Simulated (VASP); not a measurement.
# GdSbTe3 (Pm-3m) in VASP: single point with PBE

Aim: the single point of GdSbTe3 with PBE.

Everything below comes from runs of VASP 6.6.1. Logs are shortened: lines on timing, memory, paths and dates and some standing lists are left out, and cuts for length are marked.

### Step 1. The cell of the first run

Symmetry: Pm-3m, No. 221, cubic system. Conventional cell: a = 5.866 Å, b = 5.866 Å, c = 5.866 Å, α = 90.00°, β = 90.00°, γ = 90.00°. Gd (site symmetry m-3m) has 6 Te at 2.93 Å within 3.9 Å. Within 5.4 Å of Sb (site symmetry m-3m) lie 12 Te at 4.15 Å and 8 Gd at 5.08 Å. Within 3.9 Å of Te (site symmetry 4/mmm) lie 2 Gd at 2.93 Å.

The cell was built from a structure type or drawn by symmetry, and may not be a known phase.

### Step 2. Single point, PBE, collinear spin, ferromagnetic start

Contents of INCAR:

```
PREC = Accurate
ENCUT = 520
EDIFF = 1E-6
ISMEAR = 0
SIGMA = 0.1
LREAL = F
LASPH = T
NELM = 150
ALGO = Normal
ISIF = 2
LWAVE = F
LCHARG = F
ISPIN = 2
MAGMOM = 7.55 0.73 -0.17 -0.17 -0.17
LORBIT = 11
LMAXMIX = 6
GGA = PE
NBANDS = 32
```

Contents of KPOINTS:

```
Automatic mesh
0
Gamma
  6 6 6
```

Contents of POSCAR:

```
GdSbTe3
1.0
    5.8664645880      0.0000000000      0.0000000000
    0.0000000000      5.8664645880      0.0000000000
    0.0000000000      0.0000000000      5.8664645880
Gd Sb Te
1 1 3
Direct
    0.5000000000      0.5000000000      0.5000000000
    0.0000000000      0.0000000000      0.0000000000
    0.5000000000      0.0000000000      0.5000000000
    0.5000000000      0.5000000000      0.0000000000
    0.0000000000      0.5000000000      0.5000000000
```

Potentials or basis: VASP PAW PBE potentials, release 64 (Gd, Sb, Te).

Run with:

```
cat potpaw_PBE.64/Gd/POTCAR potpaw_PBE.64/Sb/POTCAR potpaw_PBE.64/Te/POTCAR > POTCAR
mpirun -np 1 vasp_std > vasp.out
```

OUTCAR:

```text
PREC = Accurate
   ENCUT = 520
   EDIFF = 1E-6
   ISMEAR = 0
   LREAL = F
   LASPH = T
   NELM = 150
   ISIF = 2
   ISPIN = 2
   LORBIT = 11
   GGA = PE

 ion  position               nearest neighbor table
   1  0.500  0.500  0.500-   3 2.93   4 2.93   5 2.93   4 2.93   3 2.93   5 2.93
   2  0.000  0.000  0.000-
   3  0.500  0.000  0.500-   1 2.93   1 2.93
   4  0.500  0.500  0.000-   1 2.93   1 2.93
   5  0.000  0.500  0.500-   1 2.93   1 2.93

  LATTYP: Found a simple cubic cell.
 ALAT       =     5.8664645880

  Lattice vectors:

 A1 = (   5.8664645880,   0.0000000000,   0.0000000000)
 A2 = (   0.0000000000,   5.8664645880,   0.0000000000)
 A3 = (   0.0000000000,   0.0000000000,   5.8664645880)

Analysis of symmetry for initial positions (statically):
=====================================================================
 Subroutine PRICEL returns:
 Original cell was already a primitive cell.

 Routine SETGRP: Setting up the symmetry group for a
 simple cubic supercell.

 Subroutine GETGRP returns: Found 48 space group operations
 (whereof 48 operations were pure point group operations)
 out of a pool of 48 trial point group operations.

The static configuration has the point symmetry O_h .

Analysis of symmetry for dynamics (positions and initial velocities):
=====================================================================
 Subroutine PRICEL returns:
 Original cell was already a primitive cell.

 Routine SETGRP: Setting up the symmetry group for a
 simple cubic supercell.

 Subroutine GETGRP returns: Found 48 space group operations
 (whereof 48 operations were pure point group operations)
 out of a pool of 48 trial point group operations.

The dynamic configuration has the point symmetry O_h .

Analysis of structural, dynamic, and magnetic symmetry:
=====================================================================
 Subroutine PRICEL returns:
 Original cell was already a primitive cell.

 Routine SETGRP: Setting up the symmetry group for a
 simple cubic supercell.

 Subroutine GETGRP returns: Found 48 space group operations
 (whereof 48 operations were pure point group operations)
 out of a pool of 48 trial point group operations.

The overall configuration has the point symmetry O_h .

 Subroutine INISYM returns: Found 48 space group operations
 (whereof 48 operations are pure point group operations),
 and found     1 'primitive' translations

----------------------------------------------------------------------------------------

                                     Primitive cell

  volume of cell :     201.8968

  direct lattice vectors                    reciprocal lattice vectors
     5.866464588  0.000000000  0.000000000     0.170460417  0.000000000  0.000000000
     0.000000000  5.866464588  0.000000000     0.000000000  0.170460417  0.000000000
     0.000000000  0.000000000  5.866464588     0.000000000  0.000000000  0.170460417

  length of vectors
     5.866464588  5.866464588  5.866464588     0.170460417  0.170460417  0.170460417

  position of ions in fractional coordinates (direct lattice)
     0.500000000  0.500000000  0.500000000
     0.000000000  0.000000000  0.000000000
     0.500000000  0.000000000  0.500000000
     0.500000000  0.500000000  0.000000000
     0.000000000  0.500000000  0.500000000

  ion indices of the primitive-cell ions
   primitive index   ion index
                 1           1
                 2           2
                 3           3
                 4           4
                 5           5

----------------------------------------------------------------------------------------

 KPOINTS: Automatic mesh

Automatic generation of k-mesh.
 Grid dimensions read from file:
 generate k-points for:    6    6    6

 Generating k-lattice:

  Cartesian coordinates                     Fractional coordinates (reciprocal lattice)
     0.028410070  0.000000000  0.000000000     0.166666667  0.000000000  0.000000000
     0.000000000  0.028410070  0.000000000     0.000000000  0.166666667  0.000000000
     0.000000000  0.000000000  0.028410070     0.000000000  0.000000000  0.166666667

  Length of vectors
     0.028410070  0.028410070  0.028410070

  Shift w.r.t. Gamma in fractional coordinates (k-lattice)
     0.000000000  0.000000000  0.000000000

 Subroutine IBZKPT returns following result:
 ===========================================

 Found     20 irreducible k-points:

 Following reciprocal coordinates:
            Coordinates               Weight
  0.000000  0.000000  0.000000      1.000000
  0.166667  0.000000  0.000000      6.000000
  0.333333  0.000000  0.000000      6.000000
  0.500000  0.000000  0.000000      3.000000
  0.166667  0.166667  0.000000     12.000000
  0.333333  0.166667  0.000000     24.000000
[... 12 lines left out ...]
  0.500000  0.500000  0.333333      6.000000
  0.500000  0.500000  0.500000      1.000000
   k-points           NKPTS =     20   k-points in BZ     NKDIM =     20   number of bands    NBANDS=     32
   number of dos      NEDOS =    301   number of ions     NIONS =      5
   total plane-waves  NPLWV = 110592
   dimension x,y,z NGX =    48 NGY =   48 NGZ =   48
   dimension x,y,z NGXF=    96 NGYF=   96 NGZF=   96
   ions per type =               1   1   3
   NGX,Y,Z   is equivalent  to a cutoff of  13.60, 13.60, 13.60 a.u.
   NGXF,Y,Z  is equivalent  to a cutoff of  27.20, 27.20, 27.20 a.u.
 SYSTEM =  unknown system
   PREC   = accura    normal or accurate (medium, high low for compatibility)
   ISTART =      0    job   : 0-new  1-cont  2-samecut
   ICHARG =      2    charge: 1-file 2-atom 10-const
   ISPIN  =      2    spin polarized calculation?
   LNONCOLLINEAR =      F non collinear calculations
   LSORBIT =      F    spin-orbit coupling
   LASPH  =      T    aspherical Exc in radial PAW
   ENCUT  =  520.0 eV  38.22 Ry    6.18 a.u.  10.91 10.91 10.91*2*pi/ulx,y,z
   NELM   =    150;   NELMIN=  2; NELMDL= -5     # of ELM steps
   EDIFF  = 0.1E-05   stopping-criterion for ELM
   LREAL  =      F    real-space projection
   EDIFFG = 0.1E-04   stopping-criterion for IOM
   NSW    =      0    number of steps for IOM
   IBRION =     -1    ionic relax: 0-MD 1-quasi-New 2-CG
   NFREE  =      0    steps in history (QN), initial steepest desc. (CG)
   ISIF   =      2    stress and relaxation
   ISYM   =      2    0-nonsym 1-usesym 2-fastsym
   POTIM  = 0.5000    time-step for ionic-motion
   TEBEG  =    0.0;   TEEND  =   0.0 temperature during run
   PSTRESS=    0.0 pullay stress
   NELECT =      41.0000    total number of electrons
   NUPDOWN=      -1.0000    fix difference up-down
   EMIN   =  10.00;   EMAX   =-10.00  energy-range for DOS
   EFERMI =   0.00;   METHOD = LEGACY
   ISMEAR =     0;   SIGMA  =   0.10  broadening in eV -4-tet -1-fermi 0-gaus
   EFERMI_NEDOS =   21; number of points for ismear=-14 and -15
   IALGO  =     38    algorithm
   IMIX   =      4    mixing-type and parameters
     AMIX     =   0.40;   BMIX     =  1.00
     AMIX_MAG =   1.60;   BMIX_MAG =  1.00
  volume/ion in A,a.u.               =      40.38       272.49
  Fermi-wavevector in a.u.,A,eV,Ry     =   0.962261  1.818410 12.598270  0.925947
  Thomas-Fermi vector in A             =   2.091705
   LORBIT       =     11    0 simple, 1 ext, 2 COOP (PROOUT), +10 PAW based schemes
   GGA     = PE    functional components
   LHFCALC =     F    Hartree Fock is set to
   AEXX    =    0.0000 exact exchange contribution
   IVDW    =     0    specifies the selected vdW correction
   LEPSILON=     F    determine dielectric tensor
   LRPA    =     F    only Hartree local field effects (RPA)
 spin polarized calculation
 Gauss-broadening in eV      SIGMA  =   0.10
  energy-cutoff  :      520.00
  volume of cell :      201.90
 maximum number of plane-waves:      5520
 NGX is ok and might be reduce to    48
   NGX = 21   NGY = 21   NGZ = 21

 number of electron      41.0000005 magnetization       7.5561881

 Free energy of the ion-electron system (eV)
  ---------------------------------------------------
  ext. energy  EPLUGINS =         0.00000000
  ---------------------------------------------------
  free energy    TOTEN  =       -25.12129212 eV

  energy without entropy =      -25.09428875  energy(sigma->0) =      -25.10779044

 E-fermi :   3.0068     XC(G=0):  -8.4155

 val. band max:        2.9662624535   @ k =   0.3333   0.3333   0.1667
 cond. band min:       3.0119767825   @ k =   0.1667   0.1667   0.0000
 fundamental gap:      0.0457143290
 Fermi energy:         3.0067934583

 spin component 1

 k-point     1 :       0.0000    0.0000    0.0000
  band No.  band energies     occupation
      1     -41.3462      1.00000
      2     -18.8463      1.00000
      3     -18.8463      1.00000
      4     -18.8463      1.00000
      5      -7.8196      1.00000
      6      -6.8753      1.00000
[... 689 lines left out ...]
     31       8.0710      0.00000
     32       8.0710      0.00000
 Fermi energy:         3.0067934583

 spin component 2

 k-point     1 :       0.0000    0.0000    0.0000
  band No.  band energies     occupation
      1     -38.2481      1.00000
      2     -16.7085      1.00000
      3     -16.7085      1.00000
      4     -16.7085      1.00000
      5      -7.8719      1.00000
      6      -7.0096      1.00000
[... 689 lines left out ...]
     31       8.3307      0.00000
     32       8.3307      0.00000

------------------------ aborting loop because EDIFF is reached ----------------------------------------

  FORCE on cell =-STRESS in cart. coord.  units (eV):
  Direction    XX          YY          ZZ          XY          YZ          ZX
  --------------------------------------------------------------------------------------
  -------------------------------------------------------------------------------------
  Total       -0.0172241     -0.0172241     -0.0172241     -0.0000000     -0.0000000      0.0000000
  in kB       -0.1366839     -0.1366839     -0.1366839     -0.0000000     -0.0000000      0.0000000
  external PRESSURE =      -0.1366839 kB  Pullay stress =       0.0000000 kB

 VOLUME and BASIS-vectors are now :
 -----------------------------------------------------------------------------
  energy-cutoff  :      520.00
  volume of cell :      201.90
      direct lattice vectors                 reciprocal lattice vectors
     5.866464588  0.000000000  0.000000000     0.170460417  0.000000000  0.000000000
     0.000000000  5.866464588  0.000000000     0.000000000  0.170460417  0.000000000
     0.000000000  0.000000000  5.866464588     0.000000000  0.000000000  0.170460417

 POSITION                                       TOTAL-FORCE (eV/Angst)
 -----------------------------------------------------------------------------------
      2.93323      2.93323      2.93323         0.000000      0.000000      0.000000
      0.00000      0.00000      0.00000         0.000000      0.000000      0.000000
      2.93323      0.00000      2.93323         0.000000      0.000000      0.000000
      2.93323      2.93323      0.00000         0.000000      0.000000      0.000000
      0.00000      2.93323      2.93323         0.000000      0.000000      0.000000
 -----------------------------------------------------------------------------------
    total drift:                                0.000000     -0.000000     -0.000000

  FREE ENERGIE OF THE ION-ELECTRON SYSTEM (eV)
  ---------------------------------------------------
  free  energy   TOTEN  =       -25.1212921173 eV

  energy  without entropy=      -25.0942887542  energy(sigma->0) =      -25.10779044

 total charge

# of ion       s       p       d       f       tot
--------------------------------------------------
    1        2.038   5.633   0.548   7.047  15.266
    2        1.281   0.895   0.006   0.000   2.182
    3        1.387   1.974   0.012   0.000   3.373
    4        1.387   1.974   0.012   0.000   3.373
    5        1.387   1.974   0.012   0.000   3.373
--------------------------------------------------
tot          7.478  12.450   0.590   7.047  27.565

 magnetization (x)

# of ion       s       p       d       f       tot
--------------------------------------------------
    1       -0.002  -0.079   0.074   6.748   6.740
    2       -0.002   0.485   0.001   0.000   0.483
    3       -0.002  -0.130   0.002   0.000  -0.130
    4       -0.002  -0.130   0.002   0.000  -0.130
    5       -0.002  -0.130   0.002   0.000  -0.130
--------------------------------------------------
tot         -0.011   0.017   0.081   6.748   6.834
```

Wall time 23 min (1 thread of Oxide Virtual Turin-like, shared host); peak memory 0.51 GiB.

Results:

| Quantity | Value |
| --- | --- |
| Free energy | -25.1213 eV |
| Pressure | 0.0 GPa |
| Net moment | 7.56 μB per cell |
| Site moments | Gd +6.74; Sb +0.48; Te -0.13 μB |
| Valence electrons inside the program's atomic spheres | Gd 15.27; Sb 2.18; Te 3.37 |

Caveat: spin-orbit coupling is left out, which moves the levels of the heavy elements; a cell with one magnetic atom can't hold antiferromagnetic order, which such compounds often take; semilocal functionals describe open f shells poorly, which spoils levels, moments and volumes. The state reached can hang on the start; a lower one may exist.
